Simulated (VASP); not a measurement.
# Se (Pm-3m) in VASP: notebook

Runs on Se. Level: PBE. Tasks: single point, relaxation of cell and atoms.

Program: VASP 6.6.1. These are calculated values, not measurements. Logs are shortened: lines on timing, memory, paths and dates and some standing lists are left out, and cuts for length are marked.

**1. The cell of the first run**

The structure is cubic, space group Pm-3m (No. 221). Conventional cell: a = 2.752 Å, b = 2.752 Å, c = 2.752 Å, α = 90.00°, β = 90.00°, γ = 90.00°. Within 3.6 Å of Se (site symmetry m-3m) lie 6 Se at 2.75 Å.

**2. Single point, PBE (volume scaled by 0.92)**

File INCAR:

```
PREC     = Accurate       # precision mode
ENCUT    = 520            # plane-wave cutoff, eV
EDIFF    = 1E-7           # SCF threshold, eV
ISMEAR   = -1             # smearing method
SIGMA    = 0.08           # smearing width, eV
LREAL    = False          # projectors in reciprocal space
LASPH    = True           # aspherical terms in the spheres
NELM     = 80             # most SCF steps
ALGO     = Normal         # electronic algorithm
ISIF     = 2              # what is computed and relaxed
LWAVE    = False          # write WAVECAR
LCHARG   = True           # write CHGCAR
GGA      = PE             # functional
LELF     = True           # ELF
LVHAR    = True         
NBANDS   = 9              # bands
```

File KPOINTS:

```
regular mesh
0
Gamma
  15 15 15
```

File POSCAR:

```
Se
1.0
    2.7515013665      0.0000000000      0.0000000000
    0.0000000000      2.7515013665      0.0000000000
    0.0000000000      0.0000000000      2.7515013665
Se
1
Direct
    0.0000000000      0.0000000000      0.0000000000
```

Potentials or basis: VASP PAW PBE potentials, release 64 (Se).

The run is started by

```sh
cat potpaw_PBE.64/Se/POTCAR > POTCAR
mpirun -np 1 vasp_std > vasp.out
```

OUTCAR:

```text
PREC = Accurate
   ENCUT = 520
   EDIFF = 1E-7
   ISMEAR = -1
   LREAL = False
   LASPH = True
   NELM = 80
   ISIF = 2
   GGA = PE

 ion  position               nearest neighbor table
   1  0.000  0.000  0.000-

  LATTYP: Found a simple cubic cell.
 ALAT       =     2.7515013665

  Lattice vectors:

 A1 = (   2.7515013665,   0.0000000000,   0.0000000000)
 A2 = (   0.0000000000,   2.7515013665,   0.0000000000)
 A3 = (   0.0000000000,   0.0000000000,   2.7515013665)

Analysis of symmetry for initial positions (statically):
=====================================================================
 Subroutine PRICEL returns:
 Original cell was already a primitive cell.

 Routine SETGRP: Setting up the symmetry group for a
 simple cubic supercell.

 Subroutine GETGRP returns: Found 48 space group operations
 (whereof 48 operations were pure point group operations)
 out of a pool of 48 trial point group operations.

The static configuration has the point symmetry O_h .

Analysis of symmetry for dynamics (positions and initial velocities):
=====================================================================
 Subroutine PRICEL returns:
 Original cell was already a primitive cell.

 Routine SETGRP: Setting up the symmetry group for a
 simple cubic supercell.

 Subroutine GETGRP returns: Found 48 space group operations
 (whereof 48 operations were pure point group operations)
 out of a pool of 48 trial point group operations.

The dynamic configuration has the point symmetry O_h .

 Subroutine INISYM returns: Found 48 space group operations
 (whereof 48 operations are pure point group operations),
 and found     1 'primitive' translations

----------------------------------------------------------------------------------------

                                     Primitive cell

  volume of cell :      20.8310

  direct lattice vectors                    reciprocal lattice vectors
     2.751501366  0.000000000  0.000000000     0.363437944  0.000000000  0.000000000
     0.000000000  2.751501366  0.000000000     0.000000000  0.363437944  0.000000000
     0.000000000  0.000000000  2.751501366     0.000000000  0.000000000  0.363437944

  length of vectors
     2.751501366  2.751501366  2.751501366     0.363437944  0.363437944  0.363437944

  position of ions in fractional coordinates (direct lattice)
     0.000000000  0.000000000  0.000000000

  ion indices of the primitive-cell ions
   primitive index   ion index
                 1           1

----------------------------------------------------------------------------------------

 KPOINTS: regular mesh

Automatic generation of k-mesh.
 Grid dimensions read from file:
 generate k-points for:   15   15   15

 Generating k-lattice:

  Cartesian coordinates                     Fractional coordinates (reciprocal lattice)
     0.024229196  0.000000000  0.000000000     0.066666667  0.000000000  0.000000000
     0.000000000  0.024229196  0.000000000     0.000000000  0.066666667  0.000000000
     0.000000000  0.000000000  0.024229196     0.000000000  0.000000000  0.066666667

  Length of vectors
     0.024229196  0.024229196  0.024229196

  Shift w.r.t. Gamma in fractional coordinates (k-lattice)
     0.000000000  0.000000000  0.000000000

 Subroutine IBZKPT returns following result:
 ===========================================

 Found    120 irreducible k-points:

 Following reciprocal coordinates:
            Coordinates               Weight
  0.000000  0.000000  0.000000      1.000000
  0.066667  0.000000  0.000000      6.000000
  0.133333  0.000000  0.000000      6.000000
  0.200000  0.000000  0.000000      6.000000
  0.266667  0.000000  0.000000      6.000000
  0.333333  0.000000  0.000000      6.000000
[... 16 lines left out ...]
  0.266667  0.200000  0.000000     24.000000
  0.333333  0.200000  0.000000     24.000000
 [... further k-points ...]
   k-points           NKPTS =    120   k-points in BZ     NKDIM =    120   number of bands    NBANDS=      9
   number of dos      NEDOS =    301   number of ions     NIONS =      1
   total plane-waves  NPLWV =   8000
   dimension x,y,z NGX =    20 NGY =   20 NGZ =   20
   dimension x,y,z NGXF=    40 NGYF=   40 NGZF=   40
   ions per type =               1
   NGX,Y,Z   is equivalent  to a cutoff of  12.08, 12.08, 12.08 a.u.
   NGXF,Y,Z  is equivalent  to a cutoff of  24.17, 24.17, 24.17 a.u.
 SYSTEM =  unknown system
   PREC   = accura    normal or accurate (medium, high low for compatibility)
   ISTART =      0    job   : 0-new  1-cont  2-samecut
   ICHARG =      2    charge: 1-file 2-atom 10-const
   ISPIN  =      1    spin polarized calculation?
   LNONCOLLINEAR =      F non collinear calculations
   LSORBIT =      F    spin-orbit coupling
   LASPH  =      T    aspherical Exc in radial PAW
   ENCUT  =  520.0 eV  38.22 Ry    6.18 a.u.   5.12  5.12  5.12*2*pi/ulx,y,z
   NELM   =     80;   NELMIN=  2; NELMDL= -5     # of ELM steps
   EDIFF  = 0.1E-06   stopping-criterion for ELM
   LREAL  =      F    real-space projection
   EDIFFG = 0.1E-05   stopping-criterion for IOM
   NSW    =      0    number of steps for IOM
   IBRION =     -1    ionic relax: 0-MD 1-quasi-New 2-CG
   NFREE  =      0    steps in history (QN), initial steepest desc. (CG)
   ISIF   =      2    stress and relaxation
   ISYM   =      2    0-nonsym 1-usesym 2-fastsym
   POTIM  = 0.5000    time-step for ionic-motion
   TEBEG  =    0.0;   TEEND  =   0.0 temperature during run
   PSTRESS=    0.0 pullay stress
   NELECT =       6.0000    total number of electrons
   NUPDOWN=      -1.0000    fix difference up-down
   EMIN   =  10.00;   EMAX   =-10.00  energy-range for DOS
   EFERMI =   0.00;   METHOD = LEGACY
   ISMEAR =    -1;   SIGMA  =   0.08  broadening in eV -4-tet -1-fermi 0-gaus
   EFERMI_NEDOS =   21; number of points for ismear=-14 and -15
   IALGO  =     38    algorithm
   IMIX   =      4    mixing-type and parameters
     AMIX     =   0.40;   BMIX     =  1.00
     AMIX_MAG =   1.60;   BMIX_MAG =  1.00
  volume/ion in A,a.u.               =      20.83       140.57
  Fermi-wavevector in a.u.,A,eV,Ry     =   1.081157  2.043091 15.903862  1.168901
  Thomas-Fermi vector in A             =   2.217167
   LORBIT       =      0    0 simple, 1 ext, 2 COOP (PROOUT), +10 PAW based schemes
   GGA     = PE    functional components
   LHFCALC =     F    Hartree Fock is set to
   AEXX    =    0.0000 exact exchange contribution
   IVDW    =     0    specifies the selected vdW correction
   LEPSILON=     F    determine dielectric tensor
   LRPA    =     F    only Hartree local field effects (RPA)
 non-spin polarized calculation
  energy-cutoff  :      520.00
  volume of cell :       20.83
 maximum number of plane-waves:       587
   NGX = 11   NGY = 11   NGZ = 11

 number of electron       6.0000001 magnetization

 Free energy of the ion-electron system (eV)
  ---------------------------------------------------
  ext. energy  EPLUGINS =         0.00000000
  ---------------------------------------------------
  free energy    TOTEN  =        -3.30043763 eV

  energy without entropy =       -3.29143572  energy(sigma->0) =       -3.29593667

 E-fermi :   5.7071     XC(G=0): -10.2880

 val. band max:        5.6934603856   @ k =   0.4000   0.2667   0.2000
 cond. band min:       5.7087671221   @ k =   0.2667   0.1333   0.0000
 fundamental gap:      0.0153067365
 Fermi energy:         5.7071102666

 k-point     1 :       0.0000    0.0000    0.0000
  band No.  band energies     occupation
      1     -11.0815      2.00000
      2       7.2348      0.00000
      3       7.2348      0.00000
      4       7.2348      0.00000
      5      13.3299      0.00000
      6      13.3299      0.00000
      7      14.0376      0.00000
      8      28.7297      0.00000
      9      28.7297      0.00000

 k-point     2 :       0.0667    0.0000    0.0000
  band No.  band energies     occupation
      1     -11.0116      2.00000
      2       6.4410      0.00021
      3       7.2910      0.00000
      4       7.2910      0.00000
      5      13.3979      0.00000
      6      13.7667      0.00000
      7      14.6141      0.00000
      8      27.4282      0.00000
      9      27.4282      0.00000

 k-point     3 :       0.1333    0.0000    0.0000
  band No.  band energies     occupation
      1     -10.8047      2.00000
      2       4.8005      1.99998
      3       7.4548      0.00000
      4       7.4548      0.00000
      5      13.5990      0.00000
      6      14.1069      0.00000
      7      16.5510      0.00000
      8      25.5524      0.00000
      9      25.5524      0.00000

 k-point     4 :       0.2000    0.0000    0.0000
  band No.  band energies     occupation
      1     -10.4715      2.00000
      2       3.0174      2.00000
      3       7.7113      0.00000
      4       7.7113      0.00000
      5      13.9234      0.00000
      6      14.5225      0.00000
      7      18.8604      0.00000
      8      23.7764      0.00000
      9      23.7764      0.00000
[... 205 lines left out ...]
 k-point    22 :       0.2000    0.2000    0.0000
  band No.  band energies     occupation
      1      -9.8619      2.00000
      2       3.4814      2.00000
      3       3.6648      2.00000
      4       8.1805      0.00000
      5      14.8197      0.00000
      6      17.2620      0.00000
      7      19.6723      0.00000
      8      21.1036      0.00000
      9      23.8854      0.00000

 k-point    23 :       0.2667    0.2000    0.0000
  band No.  band energies     occupation
      1      -9.4246      2.00000
      2       1.8982      2.00000
      3       3.9643      2.00000
      4       8.4957      0.00000
      5      15.0822      0.00000
      6      16.3174      0.00000
      7      20.5742      0.00000
      8      22.3695      0.00000
      9      22.7103      0.00000

 k-point    24 :       0.3333    0.2000    0.0000
  band No.  band energies     occupation
      1      -8.9270      2.00000
      2       0.4448      2.00000
      3       4.3879      2.00000
      4       8.8290      0.00000
      5      14.5153      0.00000
      6      16.2490      0.00000
      7      20.9876      0.00000
      8      21.4882      0.00000
      9      22.8411      0.00000

 [... further k-points ...]

------------------------ aborting loop because EDIFF is reached ----------------------------------------

  FORCE on cell =-STRESS in cart. coord.  units (eV):
  Direction    XX          YY          ZZ          XY          YZ          ZX
  --------------------------------------------------------------------------------------
  -------------------------------------------------------------------------------------
  Total        0.9370395      0.9370395      0.9370395      0.0000000      0.0000000     -0.0000000
  in kB       72.0707928     72.0707928     72.0707928      0.0000000      0.0000000     -0.0000000
  external PRESSURE =      72.0707928 kB  Pullay stress =       0.0000000 kB

 VOLUME and BASIS-vectors are now :
 -----------------------------------------------------------------------------
  energy-cutoff  :      520.00
  volume of cell :       20.83
      direct lattice vectors                 reciprocal lattice vectors
     2.751501366  0.000000000  0.000000000     0.363437944  0.000000000  0.000000000
     0.000000000  2.751501366  0.000000000     0.000000000  0.363437944  0.000000000
     0.000000000  0.000000000  2.751501366     0.000000000  0.000000000  0.363437944

 POSITION                                       TOTAL-FORCE (eV/Angst)
 -----------------------------------------------------------------------------------
      0.00000      0.00000      0.00000         0.000000      0.000000      0.000000
 -----------------------------------------------------------------------------------
    total drift:                               -0.000000     -0.000000      0.000000

  FREE ENERGIE OF THE ION-ELECTRON SYSTEM (eV)
  ---------------------------------------------------
  free  energy   TOTEN  =        -3.3004376297 eV

  energy  without entropy=       -3.2914357173  energy(sigma->0) =       -3.29593667
```

Wall time 18 s (1 thread of Intel Xeon Platinum 8375C at 2.90GHz (Ice Lake), shared host); peak memory 0.13 GiB.

What came out:

| Item | Value |
| --- | --- |
| Free energy | -3.3004 eV |
| Pressure | 7.2 GPa |
| Band gap on the k mesh | zero (band 3 reaches 8.84 eV, above the bottom of band 4 at 2.12 eV) |

Levels at points of the mesh, in eV from the Fermi level:
```tsv
k point	band 1	band 2	band 3	band 4	band 5	band 6
(0.00, 0.00, 0.00)	-16.79	1.53	1.53	1.53	7.62	7.62
```

Caveat: the cell differs from its parent crystal (volume scaled by 0.92).

**3. Single point, PBE**

This run uses another cell than the first one, of 22.64 Å³/atom, 1.087 times its volume.

File INCAR:

```
ALGO     = Normal         # electronic algorithm
EDIFF    = 1E-6           # SCF threshold, eV
ENCUT    = 520            # plane-wave cutoff, eV
GGA      = PE             # functional
ISIF     = 2              # what is computed and relaxed
ISMEAR   = -1             # smearing method
LASPH    = True           # aspherical terms in the spheres
LCHARG   = False          # write CHGCAR
LREAL    = False          # projectors in reciprocal space
LWAVE    = False          # write WAVECAR
NBANDS   = 9              # bands
NELM     = 100            # most SCF steps
PREC     = Accurate       # precision mode
SIGMA    = 0.08           # smearing width, eV
```

File KPOINTS:

```
k-points
0
Gamma
  15 15 15
```

File POSCAR:

```
Se
1.0
    2.8290489180      0.0000000000      0.0000000000
    0.0000000000      2.8290489180      0.0000000000
    0.0000000000      0.0000000000      2.8290489180
Se
1
Direct
    0.0000000000      0.0000000000      0.0000000000
```

Potentials or basis: VASP PAW PBE potentials, release 64 (Se).

The run is started by

```sh
cat potpaw_PBE.64/Se/POTCAR > POTCAR
mpirun -np 1 vasp_std > vasp.out
```

OUTCAR:

```text
EDIFF = 1E-6
   ENCUT = 520
   GGA = PE
   ISIF = 2
   ISMEAR = -1
   LASPH = True
   LREAL = False
   NELM = 100
   PREC = Accurate

 ion  position               nearest neighbor table
   1  0.000  0.000  0.000-

  LATTYP: Found a simple cubic cell.
 ALAT       =     2.8290489180

  Lattice vectors:

 A1 = (   2.8290489180,   0.0000000000,   0.0000000000)
 A2 = (   0.0000000000,   2.8290489180,   0.0000000000)
 A3 = (   0.0000000000,   0.0000000000,   2.8290489180)

Analysis of symmetry for initial positions (statically):
=====================================================================
 Subroutine PRICEL returns:
 Original cell was already a primitive cell.

 Routine SETGRP: Setting up the symmetry group for a
 simple cubic supercell.

 Subroutine GETGRP returns: Found 48 space group operations
 (whereof 48 operations were pure point group operations)
 out of a pool of 48 trial point group operations.

The static configuration has the point symmetry O_h .

Analysis of symmetry for dynamics (positions and initial velocities):
=====================================================================
[... 162 lines left out ...]

 k-point     1 :       0.0000    0.0000    0.0000
  band No.  band energies     occupation
      1     -11.3488      2.00000
      2       6.0593      0.00000
      3       6.0593      0.00000
      4       6.0593      0.00000
      5      12.4430      0.00000
      6      12.4430      0.00000
      7      12.5260      0.00000
      8      26.8286      0.00000
      9      26.8286      0.00000
[... 265 lines left out ...]
 k-point    24 :       0.3333    0.2000    0.0000
  band No.  band energies     occupation
      1      -9.4426      2.00000
      2      -0.0841      2.00000
      3       3.4787      2.00000
      4       7.4477      0.00000
      5      13.4510      0.00000
      6      15.0075      0.00000
      7      19.3357      0.00000
      8      20.0849      0.00000
      9      21.1889      0.00000

 [... further k-points ...]

------------------------ aborting loop because EDIFF is reached ----------------------------------------

  FORCE on cell =-STRESS in cart. coord.  units (eV):
  Direction    XX          YY          ZZ          XY          YZ          ZX
  --------------------------------------------------------------------------------------
  -------------------------------------------------------------------------------------
  Total        0.0108282      0.0108282      0.0108282     -0.0000000      0.0000000     -0.0000000
  in kB        0.7662030      0.7662030      0.7662030     -0.0000000      0.0000000     -0.0000000
  external PRESSURE =       0.7662030 kB  Pullay stress =       0.0000000 kB

 VOLUME and BASIS-vectors are now :
 -----------------------------------------------------------------------------
  energy-cutoff  :      520.00
  volume of cell :       22.64
      direct lattice vectors                 reciprocal lattice vectors
     2.829048918  0.000000000  0.000000000     0.353475684  0.000000000  0.000000000
     0.000000000  2.829048918  0.000000000     0.000000000  0.353475684  0.000000000
     0.000000000  0.000000000  2.829048918     0.000000000  0.000000000  0.353475684

 POSITION                                       TOTAL-FORCE (eV/Angst)
 -----------------------------------------------------------------------------------
      0.00000      0.00000      0.00000         0.000000      0.000000      0.000000
 -----------------------------------------------------------------------------------
    total drift:                               -0.000000      0.000000      0.000000

  FREE ENERGIE OF THE ION-ELECTRON SYSTEM (eV)
  ---------------------------------------------------
  free  energy   TOTEN  =        -3.3385999974 eV

  energy  without entropy=       -3.3287500290  energy(sigma->0) =       -3.33367501
```

stdout:

```text
POSCAR found type information on POSCAR Se
 POSCAR found :  1 types and       1 ions
 scaLAPACK will be used
 LDA part: xc-table for (Slater+PW92), standard interpolation
 POSCAR, INCAR and KPOINTS ok, starting setup
 FFT: planning ... GRIDC
 FFT: planning ... GRID_SOFT
 FFT: planning ... GRID
 WAVECAR not read
 entering main loop
```

Run time: 20 s. Hardware: 1 thread of Intel Xeon Platinum 8375C at 2.90GHz (Ice Lake), shared host; peak memory 0.15 GiB.

Results:

* Free energy: -3.3386 eV
* Pressure: 0.1 GPa
* Band gap on the k mesh: zero (band 3 reaches 7.45 eV, above the bottom of band 4 at 1.40 eV)

**4. Relaxation of cell and atoms, PBE**

This run uses another cell than the first one, of 22.68 Å³/atom, 1.089 times its volume.

File INCAR:

```
SYSTEM = Se
PREC = Accurate
ENCUT = 600
EDIFF = 1E-7
ISMEAR = -1
SIGMA = 0.08
LREAL = .FALSE.
LASPH = .TRUE.
NELM = 60
ALGO = Normal
ISIF = 3
LWAVE = .FALSE.
LCHARG = .FALSE.
GGA = PE
IBRION = 2
NSW = 60
EDIFFG = -0.005
```

File KPOINTS:

```
regular mesh
0
G
  15 15 15
  0 0 0
```

File POSCAR:

```
Se
1.0
    2.8306163882      0.0000000000      0.0000000000
    0.0000000000      2.8306163882      0.0000000000
    0.0000000000      0.0000000000      2.8306163882
Se
1
Direct
    0.0000000000      0.0000000000      0.0000000000
```

The run is started by

```sh
cat potpaw_PBE.64/Se/POTCAR > POTCAR
mpirun -np 1 vasp_std > vasp.out
```

Run time: 22 s. Hardware: 1 thread of Intel Xeon Platinum 8375C at 2.90GHz (Ice Lake), shared host; peak memory 0.15 GiB.

The run converged. Its results:

| Item | Value |
| --- | --- |
| Free energy | -3.3386 eV |
| Relaxed volume | 22.66 Å³/atom |
| Relaxed cell | a = 2.830 Å, b = 2.830 Å, c = 2.830 Å, α = 90.00°, β = 90.00°, γ = 90.00° |
| Space group after relaxing (to 0.05 Å) | Pm-3m (No. 221) |
| Energy gained by relaxing | 0.0 meV/atom |
| Ionic steps | 2 |
| Pressure after relaxing | 0.0 GPa |
| Band gap on the k mesh | zero (band 3 reaches 7.44 eV, above the bottom of band 4 at 1.39 eV) |

Final structure:
```
Se
1.0
     2.82970    0.00000    0.00000
     0.00000    2.82970    0.00000
     0.00000    0.00000    2.82970
Se
1
Direct
  0.00000 0.00000 0.00000
```

Levels at points of the mesh, in eV from the Fermi level:
```
           k point  band 1  band 2  band 3  band 4  band 5  band 6
(0.00, 0.00, 0.00)  -15.99    1.41    1.41    1.41    7.80    7.80
```

**5. Overview**

```csv
task,cell,cutoff (eV),gap on the mesh (eV),pressure (GPa)
single point,"a = 2.752 Å, 1 atom",520,none,7.2
single point,"a = 2.829 Å, 1 atom",520,none,0.1
relaxation of cell and atoms,"relaxed from a = 2.831 Å, 1 atom",600,none,0.0
```

Alike in all rows: level PBE; potentials or basis VASP PAW PBE potentials, release 64 (Se); no spin polarisation; k mesh 15 × 15 × 15; smearing fermi-dirac 0.08 eV.

Absolute energies hang on the potentials; compare differences alone.
